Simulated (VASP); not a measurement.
Ba:

```
CELL_PARAMETERS angstrom
4.34139 0.00000 0.00000
-1.44713 4.09310 0.00000
-1.44713 -2.04655 3.54473
ATOMIC_POSITIONS crystal
Ba 0.00000 0.00000 0.00000
```

* Program: VASP 6.6.1
* Task: relaxation of cell and atoms
* Functional: LDA
* Potentials or basis: VASP PAW LDA potentials, release 64 (Ba_sv)
* Cutoff: 600 eV
* k mesh: 12 × 12 × 12
* Occupations: gaussian, width 0.02 eV
* Spin: no spin polarisation

At the start: pressure -1.2 GPa; volume 62.99 Å³/atom.

**Question.** Where does the relaxation end?

**Answer.** Over 4 steps the energy falls by 39.1 meV/atom and the volume is 53.71 Å³/atom (-14.7 %); space group Im-3m (No. 229, to 0.1 Å) before and after.

Step by step:
```
step  energy change (eV)  largest force (eV/Å)  pressure (GPa)  volume (Å³)
   1              0.0000                0.0000           -1.23        62.99
   2             -0.0273                0.0000           -0.76        58.68
   3             -0.0386                0.0000           -0.19        54.88
   4             -0.0391                0.0000            0.05        53.71
```

Final structure:
```xyz
1
Lattice="4.1168 0.0000 0.0000 -1.3723 3.8814 0.0000 -1.3723 -1.9407 3.3614" Properties=species:S:1:pos:R:3 pbc="T T T"
Ba    1.3723    1.9407    3.3614
```
